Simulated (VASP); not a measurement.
Os:

```
CELL_PARAMETERS angstrom
2.70000 0.00000 0.00000
-1.35000 2.33827 0.00000
0.00000 0.00000 4.40910
ATOMIC_POSITIONS crystal
Os 0.33333 0.66667 0.25000
Os 0.66667 0.33333 0.75000
```

| Property | Result |
| --- | --- |
| Program | VASP 6.6.1 |
| Task | relaxation of cell and atoms |
| Functional | PBEsol |
| Potentials or basis | VASP PAW PBE potentials, release 64 (Os) |
| Cutoff | 600 eV |
| k mesh | 10 × 10 × 6 |
| Occupations | gaussian, width 0.05 eV |
| Spin | no spin polarisation |

At the start: pressure -0.0 GPa; volume 13.92 Å³/atom.

Q: How do energy, volume and symmetry change on relaxing?

A: Over 6 steps the energy falls by 27.5 meV/atom; space group P6_3/mmc (No. 194, to 0.1 Å) before and after.

The path:
```csv
step,energy change (eV),largest force (eV/Å),pressure (GPa),volume (Å³)
1,0.0000,0.0000,-0.03,27.84
2,0.0942,0.0000,5.33,27.73
3,-0.0551,0.0000,0.22,27.82
4,-0.0551,0.0000,0.24,27.82
5,-0.0549,0.0000,-0.97,27.89
6,-0.0551,0.0000,-0.03,27.84
```

Final structure:
```xyz
2
Lattice="2.7348 0.0000 0.0000 -1.3674 2.3684 0.0000 0.0000 0.0000 4.2976" Properties=species:S:1:pos:R:3 pbc="T T T"
Os    0.0000    1.5789    1.0744
Os    1.3674    0.7895    3.2232
```

Caveat: the PAW data sets were made with another functional, which shifts forces and pressure a little.
